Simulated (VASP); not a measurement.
The system is Mg3F2.

```
CELL_PARAMETERS angstrom
4.13839 0.00000 0.00000
-2.06920 3.58396 0.00000
0.00000 0.00000 4.99673
ATOMIC_POSITIONS crystal
Mg 0.00000 0.00000 0.00000
Mg 0.33333 0.66667 0.62500
Mg 0.66667 0.33333 0.37500
F 0.33333 0.66667 0.13800
F 0.66667 0.33333 0.86200
```

| Property | Result |
| --- | --- |
| Program | VASP 6.6.1 |
| Task | relaxation of cell and atoms |
| Functional | PBE |
| Potentials or basis | VASP PAW PBE potentials, release 64 (Mg, F) |
| Cutoff | 600 eV |
| k mesh | 6 × 6 × 4 |
| Occupations | gaussian, width 0.1 eV |
| Spin | no spin polarisation |

At the start: pressure 7.5 GPa; volume 14.82 Å³/atom.

Problem. How do energy, volume and symmetry change on relaxing?

Solution. Over 25 steps the energy falls by 537.6 meV/atom and the volume is 15.63 Å³/atom (+5.4 %); space group P-3m1 (No. 164, to 0.1 Å) before and after.

Step by step:
```csv
step,energy change (eV),largest force (eV/Å),pressure (GPa),volume (Å³)
1,0.0000,0.8783,7.54,74.11
2,-0.2923,0.7882,1.40,81.85
3,-0.3428,0.7402,-1.97,88.57
4,-0.3444,0.7466,-1.52,87.46
5,-0.4495,0.8173,-1.54,87.15
6,-0.7933,0.9058,-1.02,86.23
7,-0.9837,1.8445,5.92,84.37
8,-1.0369,0.7458,0.40,85.48
9,-1.1146,0.6080,2.43,84.93
10,-1.1908,0.7790,2.05,87.17
11,-1.2317,1.8452,2.11,94.05
12,-1.2531,1.3400,1.96,91.38
13,-1.3461,1.0352,0.44,93.78
14,-1.4772,0.4404,-3.46,101.03
15,-1.5693,0.4998,-3.65,100.28
16,-1.8802,0.6202,-4.50,97.79
17,-2.3940,0.3563,-6.07,91.86
18,-2.5969,0.4846,-0.78,82.53
19,-2.5970,0.4972,-0.68,82.39
20,-2.6415,0.2917,-0.43,80.72
21,-2.6668,0.4797,0.27,78.32
22,-2.6854,0.1651,0.20,77.99
23,-2.6876,0.0563,0.23,77.83
24,-2.6876,0.0531,0.21,77.84
25,-2.6881,0.0240,-0.07,78.14
```

Final structure:
```
CELL_PARAMETERS angstrom
3.53829 0.00000 0.00000
-1.76914 3.06425 0.00000
0.00000 0.00000 7.20685
ATOMIC_POSITIONS crystal
Mg 0.00000 0.00000 0.00000
Mg 0.33333 0.66667 0.63250
Mg 0.66667 0.33333 0.36750
F 0.33333 0.66667 0.90718
F 0.66667 0.33333 0.09282
```

Caveat: a cell axis changed by over 15 % at a fixed basis, so the end point is rough.
